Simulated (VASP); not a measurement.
A run of VASP 6.6.1 is set up as follows.

Contents of POSCAR:

```
GaN
1.0
    3.1586570750      0.0000000000      0.0000000000
   -1.5793285375      2.7354772688      0.0000000000
    0.0000000000      0.0000000000      5.1313278144
Ga N
2 2
Direct
    0.6666666667      0.3333333333      0.5000000000
    0.3333333333      0.6666666667      0.0000000000
    0.6666666667      0.3333333333      0.8750000000
    0.3333333333      0.6666666667      0.3750000000
```

The input INCAR.step1:

```
SYSTEM = GaN
PREC     = Accurate       ! precision mode
ENCUT    = 910            ! plane-wave cutoff, eV
ISMEAR   = -1             ! smearing method
SIGMA    = 0.05           ! smearing width, eV
LREAL    = .False.        ! projectors in reciprocal space
LASPH    = .True.         ! aspherical terms in the spheres
NELM     = 120            ! most SCF steps
NBANDS   = 26             ! bands
GGA      = PE             ! functional
ALGO     = Normal         ! electronic algorithm
EDIFF    = 1E-5           ! SCF threshold, eV
LWAVE    = .True.         ! write WAVECAR
LCHARG   = .False.        ! write CHGCAR
GGA_COMPAT= .False.
```

Contents of INCAR.step2:

```
SYSTEM = GaN
PREC     = Accurate       ! precision mode
ENCUT    = 910            ! plane-wave cutoff, eV
EDIFF    = 1E-6           ! SCF threshold, eV
ISMEAR   = -1             ! smearing method
SIGMA    = 0.05           ! smearing width, eV
LREAL    = .False.        ! projectors in reciprocal space
LASPH    = .True.         ! aspherical terms in the spheres
NELM     = 120            ! most SCF steps
ALGO     = Normal         ! electronic algorithm
ISIF     = 2              ! what is computed and relaxed
LWAVE    = .False.        ! write WAVECAR
LCHARG   = .False.        ! write CHGCAR
METAGGA  = R2SCAN         ! meta-GGA
LMIXTAU  = .True.       
IVDW     = 13             ! dispersion correction
VDW_S6   = 1.0          
VDW_S8   = 0.6018749    
VDW_A1   = 0.51559235   
VDW_A2   = 5.77342911   
NBANDS   = 26             ! bands
ISTART   = 1            
GGA_COMPAT= .False.
```

File KPOINTS:

```
Automatic mesh
0
Gamma
  10 10 5
  0 0 0
```

Potentials or basis: VASP PAW PBE potentials, release 64 (Ga_d, N_h).

The run is started by

```console
$ cat potpaw_PBE.64/Ga_d/POTCAR potpaw_PBE.64/N_h/POTCAR > POTCAR
$ cp INCAR.step1 INCAR
$ mpirun -np 1 vasp_std > vasp.out
$ cp INCAR.step2 INCAR
$ mpirun -np 1 vasp_std > vasp.out
```

Predict the largest force.

0.151 eV/Å.

Predict the band gap on the k mesh.

2.51 eV.

Stress tensor (GPa, compression positive):
```
3.59 0.00 0.00
0.00 3.59 0.00
0.00 0.00 5.85
```

Caveat: the cutoff is under 1.25 times the usual one of these potentials, so pressure, stress and relaxed cells hold a basis-set (Pulay) error; the cell stands under pressure; the PAW data sets were made with another functional, which shifts forces and pressure a little. r2SCAN opens gaps a little over a GGA but as a rule still falls short of measured ones.
